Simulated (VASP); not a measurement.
Wanted: the native input for a VASP 6.6.1 run.

* Task: single point
* Functional: BLYP
* Potentials or basis: VASP PAW PBE potentials, release 64 (B)
* Cutoff: 520 eV
* k mesh: 17 × 17 × 5
* Occupations: fermi-dirac, width 0.1 eV
* Spin: no spin polarisation
* Dipole correction: no
* Further INCAR settings: ALGO = Normal; EDIFF = 1e-07; NBANDS = 14

The structure of B lies in POSCAR:

```
B
1.0
    1.7170304989      0.0000000000      0.0000000000
   -0.8585152494      1.4869920311      0.0000000000
    0.0000000000      0.0000000000     21.3120548611
B
4
Direct
    0.0000000000      1.0000000000      0.0000000000
    0.0000000000      1.0000000000      0.5000000000
    0.3333333333      0.6666666667      0.2500000000
    0.6666666667      0.3333333333      0.7500000000
```

These files were run (other wordings do the same):

INCAR

```
PREC = Accurate
ENCUT = 520
EDIFF = 1E-7
ISMEAR = -1
SIGMA = 0.1
LREAL = F
LASPH = T
NELM = 80
ALGO = Normal
ISIF = 2
LWAVE = F
LCHARG = F
GGA = B5
ALDAX = 1.0
AGGAX = 1.0
AGGAC = 1.0
ALDAC = 0.0
NBANDS = 14
```

KPOINTS

```
regular mesh
0
Gamma
  17 17 5
```

Potentials or basis: VASP PAW PBE potentials, release 64 (B).

Run with:

```console
$ cat potpaw_PBE.64/B/POTCAR > POTCAR
$ mpirun -np 1 vasp_std > vasp.out
```

It gave:

The pressure is -0.1 GPa and the band gap on the k mesh is zero (band 6 reaches 5.95 eV, above the bottom of band 7 at -4.67 eV).

Caveat: the PAW data sets were made with another functional, which shifts forces and pressure a little; this functional lacks dispersion, which binds the layers, so the pressure and a relaxed spacing across them are unreliable.

Wall time 52 s on 1 thread of AMD EPYC 9R45 96-Core Processor (Zen 5), with other jobs on the host, peak memory 0.17 GiB.
